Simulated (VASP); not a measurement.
Here is a VASP 6.6.1 calculation.

Contents of INCAR:

```
SYSTEM = SnO
ALGO     = Normal         ! electronic algorithm
DIPOL    = 0.5 0.5 0.500
EDIFF    = 1E-6           ! SCF threshold, eV
ENCUT    = 520            ! plane-wave cutoff, eV
GGA      = PE             ! functional
IDIPOL   = 3            
ISIF     = 2              ! what is computed and relaxed
ISMEAR   = 0              ! smearing method
IVDW     = 12             ! dispersion correction
LASPH    = .TRUE.         ! aspherical terms in the spheres
LCHARG   = .TRUE.         ! write CHGCAR
LDIPOL   = .TRUE.       
LELF     = .TRUE.         ! ELF
LREAL    = .FALSE.        ! projectors in reciprocal space
LVACPOTAV= .TRUE.       
LVHAR    = .TRUE.       
LWAVE    = .FALSE.        ! write WAVECAR
NBANDS   = 28             ! bands
NELM     = 100            ! most SCF steps
PREC     = Accurate       ! precision mode
SIGMA    = 0.1            ! smearing width, eV
```

File KPOINTS:

```
k-points
0
G
  6 6 1
  0 0 0
```

File POSCAR:

```
SnO
1.0
    3.8363720850      0.0000000000      0.0000000000
    0.0000000000      3.8363720850      0.0000000000
    0.0000000000      0.0000000000     30.6319094493
Sn O
2 2
Direct
    0.5000000000      0.0000000000      0.4621970232
    0.0000000000      0.5000000000      0.5378029768
    0.0000000000      0.0000000000      0.5000000000
    0.5000000000      0.5000000000      0.5000000000
```

Potentials or basis: VASP PAW PBE potentials, release 64 (Sn_d, O).

Launch:

```sh
$ cat potpaw_PBE.64/Sn_d/POTCAR potpaw_PBE.64/O/POTCAR > POTCAR
$ mpirun -np 1 vasp_std > vasp.out
```

Question: What does it give for the dispersion energy per atom?

Answer: -0.136 eV.

Question: What does it give for the band gap on the k mesh?

Answer: 2.97 eV, indirect (least direct gap 3.01 eV).

Question: Predict the largest force.

Answer: 0.427 eV/Å.

Forces on the atoms (eV/Å):
```
Sn   0.000  0.000 -0.427
Sn   0.000  0.000  0.427
O    0.000  0.000  0.000
O    0.000  0.000  0.000
```

Caveat: spin-orbit coupling is left out, which moves the levels of the heavy elements.
